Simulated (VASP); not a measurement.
# HfAl2N3 (P3m1) in VASP: further runs

The runs below take HfAl2N3 through single point, relaxation of cell and atoms, with PBE.

All numbers are computed with VASP 6.6.1; they aren't measurements. Logs are shortened: lines on timing, memory, paths and dates and some standing lists are left out, and cuts for length are marked.

## 1. The cell of the first run

The structure is trigonal, space group P3m1 (No. 156). The conventional cell has a = 3.243 Å, b = 3.243 Å, c = 15.984 Å, α = 90.00°, β = 90.00°, γ = 120.00°. Hf (site symmetry 3m) has 4 N at 2.10 to 2.13 Å within 2.8 Å. Hf (site symmetry 3m) has 4 N at 2.06 to 2.21 Å within 2.7 Å. Al (site symmetry 3m) has 4 N at 1.92 to 1.95 Å within 2.5 Å. Within 2.5 Å of Al (site symmetry 3m) lie 4 N at 1.92 to 1.95 Å. Al (site symmetry 3m) has 4 N at 1.92 to 1.95 Å within 2.5 Å. Within 2.5 Å of Al (site symmetry 3m) lie 4 N at 1.92 to 1.95 Å. N (site symmetry 3m) has 4 Al at 1.92 to 1.95 Å within 2.5 Å. Within 2.5 Å of N (site symmetry 3m) lie 4 Al at 1.92 to 1.95 Å.

## 2. Single point, PBE

Input file INCAR:

```
SYSTEM = HfAl2N3
ALGO     = Normal         ! electronic algorithm
EDIFF    = 1E-6           ! SCF threshold, eV
ENCUT    = 520            ! plane-wave cutoff, eV
GGA      = PE             ! functional
ISIF     = 2              ! what is computed and relaxed
ISMEAR   = 0              ! smearing method
LASPH    = .TRUE.         ! aspherical terms in the spheres
LCHARG   = .FALSE.        ! write CHGCAR
LREAL    = .FALSE.        ! projectors in reciprocal space
LWAVE    = .FALSE.        ! write WAVECAR
NBANDS   = 43             ! bands
NELM     = 100            ! most SCF steps
PREC     = Accurate       ! precision mode
SIGMA    = 0.1            ! smearing width, eV
```

Input file KPOINTS:

```
k-points
0
G
  6 6 1
  0 0 0
```

Input file POSCAR:

```
HfAl2N3
1.0
    3.2432900299      0.0000000028      0.0000000000
   -1.6216450173      2.8087715564      0.0000000000
    0.0000000000      0.0000000000     15.9839221019
Hf Al N
2 4 6
Direct
    0.6666666667      0.3333333333      0.8255961577
    0.3333333333      0.6666666667      1.0133820268
    0.6666666667      0.3333333333      0.1857820825
    0.6666666667      0.3333333333      0.4930849247
    0.3333333333      0.6666666667      0.3393602900
    0.3333333333      0.6666666667      0.6465839627
    0.6666666667      0.3333333333      0.3060127137
    0.6666666667      0.3333333333      0.6133975935
    0.6666666667      0.3333333333      0.9591188465
    0.3333333333      0.6666666667      0.1515734105
    0.3333333333      0.6666666667      0.4596044035
    0.3333333333      0.6666666667      0.7665035878
```

Potentials or basis: VASP PAW PBE potentials, release 64 (Hf_pv, Al, N).

Run with:

```sh
$ cat potpaw_PBE.64/Hf_pv/POTCAR potpaw_PBE.64/Al/POTCAR potpaw_PBE.64/N/POTCAR > POTCAR
$ mpirun -np 1 vasp_std > vasp.out
```

OUTCAR:

```text
SYSTEM = HfAl2N3
   EDIFF = 1E-6
   ENCUT = 520
   GGA = PE
   ISIF = 2
   ISMEAR = 0
   LASPH = .TRUE.
   LREAL = .FALSE.
   NELM = 100
   PREC = Accurate

 ion  position               nearest neighbor table
   1  0.667  0.333  0.826-  12 2.10  12 2.10  12 2.10   9 2.13   6 3.42   6 3.42   6 3.42   2 3.54
                             2 3.54   2 3.54
   2  0.333  0.667  0.013-   9 2.06   9 2.06   9 2.06  10 2.21   3 3.33   3 3.33   3 3.33   1 3.54
                             1 3.54   1 3.54
   3  0.667  0.333  0.186-   7 1.92  10 1.95  10 1.95  10 1.95   5 3.09   5 3.09   5 3.09   2 3.33
                             2 3.33   2 3.33
   4  0.667  0.333  0.493-   8 1.92  11 1.95  11 1.95  11 1.95   6 3.09   6 3.09   6 3.09   5 3.09
                             5 3.09   5 3.09
   5  0.333  0.667  0.339-  11 1.92   7 1.95   7 1.95   7 1.95   3 3.09   3 3.09   3 3.09   4 3.09
                             4 3.09   4 3.09
   6  0.333  0.667  0.647-  12 1.92   8 1.95   8 1.95   8 1.95   4 3.09   4 3.09   4 3.09   1 3.42
                             1 3.42   1 3.42
   7  0.667  0.333  0.306-   3 1.92   5 1.95   5 1.95   5 1.95
   8  0.667  0.333  0.613-   4 1.92   6 1.95   6 1.95   6 1.95
   9  0.667  0.333  0.959-   2 2.06   2 2.06   2 2.06   1 2.13
  10  0.333  0.667  0.152-   3 1.95   3 1.95   3 1.95   2 2.21
  11  0.333  0.667  0.460-   5 1.92   4 1.95   4 1.95   4 1.95
  12  0.333  0.667  0.767-   6 1.92   1 2.10   1 2.10   1 2.10

  LATTYP: Found a hexagonal cell.
 ALAT       =     3.2432900299
 C/A-ratio  =     4.9283048863

  Lattice vectors:

 A1 = (   3.2432900299,   0.0000000028,   0.0000000000)
 A2 = (  -1.6216450173,   2.8087715564,   0.0000000000)
 A3 = (   0.0000000000,   0.0000000000,  15.9839221019)

Analysis of symmetry for initial positions (statically):
=====================================================================
 Subroutine PRICEL returns:
 Original cell was already a primitive cell.

 Routine SETGRP: Setting up the symmetry group for a
 hexagonal supercell.

 Subroutine GETGRP returns: Found  6 space group operations
 (whereof  6 operations were pure point group operations)
 out of a pool of 24 trial point group operations.

The static configuration has the point symmetry C_3v.

Analysis of symmetry for dynamics (positions and initial velocities):
=====================================================================
 Subroutine PRICEL returns:
 Original cell was already a primitive cell.

 Routine SETGRP: Setting up the symmetry group for a
 hexagonal supercell.

 Subroutine GETGRP returns: Found  6 space group operations
 (whereof  6 operations were pure point group operations)
 out of a pool of 24 trial point group operations.

The dynamic configuration has the point symmetry C_3v.

 Subroutine INISYM returns: Found  6 space group operations
 (whereof  6 operations are pure point group operations),
 and found     1 'primitive' translations

----------------------------------------------------------------------------------------

                                     Primitive cell

  volume of cell :     145.6081

  direct lattice vectors                    reciprocal lattice vectors
     3.243290030  0.000000003  0.000000000     0.308328885  0.178013765  0.000000000
    -1.621645017  2.808771556  0.000000000    -0.000000000  0.356027530  0.000000000
     0.000000000  0.000000000 15.983922102     0.000000000  0.000000000  0.062562867

  length of vectors
     3.243290030  3.243290030 15.983922102     0.356027530  0.356027530  0.062562867

  position of ions in fractional coordinates (direct lattice)
     0.666666667  0.333333333  0.825596158
     0.333333333  0.666666667  0.013382027
     0.666666667  0.333333333  0.185782082
     0.666666667  0.333333333  0.493084925
     0.333333333  0.666666667  0.339360290
     0.333333333  0.666666667  0.646583963
     0.666666667  0.333333333  0.306012714
     0.666666667  0.333333333  0.613397593
     0.666666667  0.333333333  0.959118846
     0.333333333  0.666666667  0.151573410
     0.333333333  0.666666667  0.459604404
     0.333333333  0.666666667  0.766503588

  ion indices of the primitive-cell ions
   primitive index   ion index
                 1           1
                 2           2
                 3           3
                 4           4
                 5           5
                 6           6
                 7           7
                 8           8
                 9           9
                10          10
                11          11
                12          12

----------------------------------------------------------------------------------------

 KPOINTS: k-points

Automatic generation of k-mesh.
 Grid dimensions read from file:
 generate k-points for:    6    6    1

 Generating k-lattice:

  Cartesian coordinates                     Fractional coordinates (reciprocal lattice)
     0.051388148  0.029668961  0.000000000     0.166666667  0.000000000  0.000000000
    -0.000000000  0.059337922  0.000000000    -0.000000000  0.166666667  0.000000000
     0.000000000  0.000000000  0.062562867     0.000000000  0.000000000  1.000000000

  Length of vectors
     0.059337922  0.059337922  0.062562867

  Shift w.r.t. Gamma in fractional coordinates (k-lattice)
     0.000000000  0.000000000  0.000000000

 Subroutine IBZKPT returns following result:
 ===========================================

 Found      7 irreducible k-points:

 Following reciprocal coordinates:
            Coordinates               Weight
  0.000000  0.000000  0.000000      1.000000
  0.166667  0.000000  0.000000      6.000000
  0.333333  0.000000  0.000000      6.000000
  0.500000  0.000000  0.000000      3.000000
  0.166667  0.166667  0.000000      6.000000
  0.333333  0.166667  0.000000     12.000000
  0.333333  0.333333  0.000000      2.000000
   k-points           NKPTS =      7   k-points in BZ     NKDIM =      7   number of bands    NBANDS=     43
   number of dos      NEDOS =    301   number of ions     NIONS =     12
   total plane-waves  NPLWV =  69120
   dimension x,y,z NGX =    24 NGY =   24 NGZ =  120
   dimension x,y,z NGXF=    48 NGYF=   48 NGZF=  240
   ions per type =               2   4   6
   NGX,Y,Z   is equivalent  to a cutoff of  12.30, 12.30, 12.48 a.u.
   NGXF,Y,Z  is equivalent  to a cutoff of  24.60, 24.60, 24.96 a.u.
 SYSTEM =  HfAl2N3
   PREC   = accura    normal or accurate (medium, high low for compatibility)
   ISTART =      0    job   : 0-new  1-cont  2-samecut
   ICHARG =      2    charge: 1-file 2-atom 10-const
   ISPIN  =      1    spin polarized calculation?
   LNONCOLLINEAR =      F non collinear calculations
   LSORBIT =      F    spin-orbit coupling
   LASPH  =      T    aspherical Exc in radial PAW
   ENCUT  =  520.0 eV  38.22 Ry    6.18 a.u.   6.03  6.03 29.72*2*pi/ulx,y,z
   NELM   =    100;   NELMIN=  2; NELMDL= -5     # of ELM steps
   EDIFF  = 0.1E-05   stopping-criterion for ELM
   LREAL  =      F    real-space projection
[... 7 lines left out ...]
   TEBEG  =    0.0;   TEEND  =   0.0 temperature during run
   PSTRESS=    0.0 pullay stress
   NELECT =      62.0000    total number of electrons
   NUPDOWN=      -1.0000    fix difference up-down
   EMIN   =  10.00;   EMAX   =-10.00  energy-range for DOS
   EFERMI =   0.00;   METHOD = LEGACY
   ISMEAR =     0;   SIGMA  =   0.10  broadening in eV -4-tet -1-fermi 0-gaus
   EFERMI_NEDOS =   21; number of points for ismear=-14 and -15
   IALGO  =     38    algorithm
   IMIX   =      4    mixing-type and parameters
     AMIX     =   0.40;   BMIX     =  1.00
     AMIX_MAG =   1.60;   BMIX_MAG =  1.00
  volume/ion in A,a.u.               =      12.13        81.88
  Fermi-wavevector in a.u.,A,eV,Ry     =   1.231620  2.327425 20.638525  1.516889
  Thomas-Fermi vector in A             =   2.366423
   LORBIT       =      0    0 simple, 1 ext, 2 COOP (PROOUT), +10 PAW based schemes
   GGA     = PE    functional components
   LHFCALC =     F    Hartree Fock is set to
   AEXX    =    0.0000 exact exchange contribution
   IVDW    =     0    specifies the selected vdW correction
   LEPSILON=     F    determine dielectric tensor
   LRPA    =     F    only Hartree local field effects (RPA)
 non-spin polarized calculation
 Gauss-broadening in eV      SIGMA  =   0.10
  energy-cutoff  :      520.00
  volume of cell :      145.61
 maximum number of plane-waves:      3942
   NGX = 13   NGY = 13   NGZ = 59

 number of electron      62.0000007 magnetization

 Free energy of the ion-electron system (eV)
  ---------------------------------------------------
  ext. energy  EPLUGINS =         0.00000000
  ---------------------------------------------------
  free energy    TOTEN  =      -100.16289383 eV

  energy without entropy =     -100.14431483  energy(sigma->0) =     -100.15360433

 E-fermi :   7.6562     XC(G=0): -10.9494

 val. band max:        7.4934638029   @ k =   0.1667   0.1667   0.0000
 cond. band min:       7.6860369824   @ k =   0.3333   0.1667   0.0000
 fundamental gap:      0.1925731794
 Fermi energy:         7.6561749294

 k-point     1 :       0.0000    0.0000    0.0000
  band No.  band energies     occupation
      1     -23.8077      2.00000
      2     -23.4559      2.00000
      3     -23.3933      2.00000
      4     -23.3933      2.00000
      5     -23.0683      2.00000
      6     -23.0683      2.00000
[... 35 lines left out ...]
     42      12.6237      0.00000
     43      12.6237      0.00000

 k-point     2 :       0.1667    0.0000    0.0000
  band No.  band energies     occupation
      1     -23.7786      2.00000
      2     -23.5670      2.00000
      3     -23.4303      2.00000
      4     -23.4291      2.00000
      5     -23.2399      2.00000
      6     -23.1055      2.00000
[... 35 lines left out ...]
     42      12.9847      0.00000
     43      13.1282      0.00000

 k-point     3 :       0.3333    0.0000    0.0000
  band No.  band energies     occupation
      1     -23.8929      2.00000
      2     -23.7299      2.00000
      3     -23.5467      2.00000
      4     -23.4998      2.00000
      5     -23.3909      2.00000
      6     -23.1789      2.00000
[... 35 lines left out ...]
     42      12.8008      0.00000
     43      13.1820      0.00000

 k-point     4 :       0.5000    0.0000    0.0000
  band No.  band energies     occupation
      1     -24.0409      2.00000
      2     -23.7969      2.00000
      3     -23.6021      2.00000
      4     -23.5347      2.00000
      5     -23.3768      2.00000
      6     -23.2151      2.00000
[... 35 lines left out ...]
     42      12.4378      0.00000
     43      12.7170      0.00000

 k-point     5 :       0.1667    0.1667    0.0000
  band No.  band energies     occupation
      1     -23.7961      2.00000
      2     -23.7179      2.00000
      3     -23.5148      2.00000
      4     -23.4620      2.00000
      5     -23.3913      2.00000
      6     -23.1933      2.00000
[... 35 lines left out ...]
     42      12.8016      0.00000
     43      12.9275      0.00000

 k-point     6 :       0.3333    0.1667    0.0000
  band No.  band energies     occupation
      1     -23.9647      2.00000
      2     -23.7429      2.00000
      3     -23.6204      2.00000
      4     -23.5774      2.00000
      5     -23.3757      2.00000
      6     -23.3003      2.00000
[... 35 lines left out ...]
     42      12.4840      0.00000
     43      12.9091      0.00000

 k-point     7 :       0.3333    0.3333    0.0000
  band No.  band energies     occupation
      1     -23.9039      2.00000
      2     -23.7794      2.00000
      3     -23.7099      2.00000
      4     -23.5365      2.00000
      5     -23.4618      2.00000
      6     -23.3674      2.00000
[... 35 lines left out ...]
     42      12.5660      0.00000
     43      12.8178      0.00000

------------------------ aborting loop because EDIFF is reached ----------------------------------------

  FORCE on cell =-STRESS in cart. coord.  units (eV):
  Direction    XX          YY          ZZ          XY          YZ          ZX
  --------------------------------------------------------------------------------------
  -------------------------------------------------------------------------------------
  Total       -0.7447975     -0.7447975     -0.7688625     -0.0000000     -0.0000000     -0.0000000
  in kB       -8.1952689     -8.1952689     -8.4600655     -0.0000000     -0.0000000     -0.0000000
  external PRESSURE =      -8.2835344 kB  Pullay stress =       0.0000000 kB

 VOLUME and BASIS-vectors are now :
 -----------------------------------------------------------------------------
  energy-cutoff  :      520.00
  volume of cell :      145.61
      direct lattice vectors                 reciprocal lattice vectors
     3.243290030  0.000000003  0.000000000     0.308328885  0.178013765  0.000000000
    -1.621645017  2.808771556  0.000000000    -0.000000000  0.356027530  0.000000000
     0.000000000  0.000000000 15.983922102     0.000000000  0.000000000  0.062562867

 POSITION                                       TOTAL-FORCE (eV/Angst)
 -----------------------------------------------------------------------------------
      1.62165      0.93626     13.19626        -0.000000     -0.000000     -0.010571
     -0.00000      1.87251      0.21390         0.000000      0.000000      0.005469
      1.62165      0.93626      2.96953        -0.000000      0.000000     -0.002344
      1.62165      0.93626      7.88143        -0.000000      0.000000      0.008494
     -0.00000      1.87251      5.42431        -0.000000      0.000000      0.004637
     -0.00000      1.87251     10.33495        -0.000000      0.000000      0.021007
      1.62165      0.93626      4.89128        -0.000000     -0.000000     -0.006695
      1.62165      0.93626      9.80450         0.000000      0.000000     -0.004578
      1.62165      0.93626     15.33048         0.000000     -0.000000     -0.022678
     -0.00000      1.87251      2.42274         0.000000      0.000000     -0.038742
     -0.00000      1.87251      7.34628         0.000000      0.000000     -0.006734
     -0.00000      1.87251     12.25173        -0.000000      0.000000      0.052734
 -----------------------------------------------------------------------------------
    total drift:                                0.000000     -0.000000      0.001545

  FREE ENERGIE OF THE ION-ELECTRON SYSTEM (eV)
  ---------------------------------------------------
  free  energy   TOTEN  =      -100.1628938289 eV

  energy  without entropy=     -100.1443148270  energy(sigma->0) =     -100.15360433
```

It took 52 s on 1 thread of Intel Xeon Platinum 8488C (Sapphire Rapids), shared host; peak memory 0.26 GiB.

Results:

- Free energy: -100.1629 eV
- Pressure: -0.8 GPa
- Largest force: 0.053 eV/Å
- Band gap on the k mesh: zero (bands 31 and 32 overlap by 0.53 eV)

Forces on the atoms (eV/Å):
```
Hf   0.000  0.000 -0.011
Hf   0.000  0.000  0.005
Al   0.000  0.000 -0.002
Al   0.000  0.000  0.008
Al   0.000  0.000  0.005
Al   0.000  0.000  0.021
N    0.000  0.000 -0.007
N    0.000  0.000 -0.005
N    0.000  0.000 -0.023
N    0.000  0.000 -0.039
N    0.000  0.000 -0.007
N    0.000  0.000  0.053
```

Levels at points of the mesh, in eV from the Fermi level:
```tsv
k point	band 28	band 29	band 30	band 31	band 32	band 33	band 34	band 35
(0.00, 0.00, 0.00)	-3.38	-3.38	-3.33	-0.30	0.80	1.44	1.82	1.82
(0.50, 0.00, 0.00)	-4.00	-3.79	-3.63	-0.23	0.24	0.47	1.80	2.32
```

Caveat: the k points lie up to 0.39 Å⁻¹ apart, too coarse for converged energies and pressures of a metal; spin-orbit coupling is left out, which moves the levels of the heavy elements.

## 3. Single point, PBE

This run uses another cell than the first one, of 13.62 Å³/atom.

Input file INCAR:

```
SYSTEM = HfAl2N3
PREC = Accurate
ENCUT = 520
EDIFF = 1E-7
ISMEAR = 0
SIGMA = 0.1
LREAL = .FALSE.
LASPH = .TRUE.
NELM = 80
ALGO = Normal
ISIF = 2
LWAVE = .FALSE.
LCHARG = .FALSE.
GGA = PE
NBANDS = 43
```

Input file KPOINTS:

```
Automatic mesh
0
G
  6 6 1
  0 0 0
```

Input file POSCAR:

```
HfAl2N3
1.0
    3.3980310500      0.0000000000      0.0000000000
   -1.6990155300      2.9427812100      0.0000000000
    0.0000000000      0.0000000000     16.3470875900
Hf Al N
2 4 6
Direct
    0.6666666700      0.3333333300      0.8330956700
    0.3333333300      0.6666666700      0.9997623400
    0.6666666700      0.3333333300      0.1664290000
    0.6666666700      0.3333333300      0.4997623400
    0.3333333300      0.6666666700      0.3330956700
    0.3333333300      0.6666666700      0.6664290000
    0.6666666700      0.3333333300      0.2935710000
    0.6666666700      0.3333333300      0.6269043300
    0.6666666700      0.3333333300      0.9602376600
    0.3333333300      0.6666666700      0.1269043300
    0.3333333300      0.6666666700      0.4602376600
    0.3333333300      0.6666666700      0.7935710000
```

Potentials or basis: VASP PAW PBE potentials, release 64 (Hf_pv, Al, N).

Run with:

```sh
$ cat potpaw_PBE.64/Hf_pv/POTCAR potpaw_PBE.64/Al/POTCAR potpaw_PBE.64/N/POTCAR > POTCAR
$ mpirun -np 1 vasp_std > vasp.out
```

It took 77 s on 1 thread of Intel Xeon Platinum 8488C (Sapphire Rapids), shared host; peak memory 0.3 GiB.

It converged, with:

```
Free energy            : -98.0326 eV
Pressure               : -12.5 GPa
Largest force          : 2.791 eV/Å
Band gap on the k mesh : zero (bands 31 and 32 overlap by 0.44 eV)
```

Forces on the atoms (eV/Å):
```
Hf   0.000  0.000  0.697
Hf   0.000  0.000 -0.257
Al   0.000  0.000  0.634
Al   0.000  0.000 -0.162
Al   0.000  0.000  0.058
Al   0.000  0.000 -0.653
N    0.000  0.000 -0.085
N    0.000  0.000  0.252
N    0.000  0.000  0.147
N    0.000  0.000  2.152
N    0.000  0.000  0.009
N    0.000  0.000 -2.791
```

Stress tensor (GPa, compression positive):
```
-13.16   0.00   0.00
  0.00 -13.16   0.00
  0.00   0.00 -11.18
```

Levels at points of the mesh, in eV from the Fermi level:
```tsv
k point	band 29	band 30	band 31	band 32	band 33	band 34
(0.00, 0.00, 0.00)	-3.40	-3.40	-1.18	-0.04	0.34	1.25
(0.50, 0.00, 0.00)	-4.20	-3.91	-0.63	0.38	0.75	1.00
```

Caveat: the k points lie up to 0.38 Å⁻¹ apart; spin-orbit coupling is left out, which moves the levels of the heavy elements; forces of over 1 eV/Å act on the atoms, so gaps and moduli don't describe the material at rest.

(Part 1 of 2 ends here.)

The gap in the log of VASP goes by the Fermi energy; the results here count the filled bands.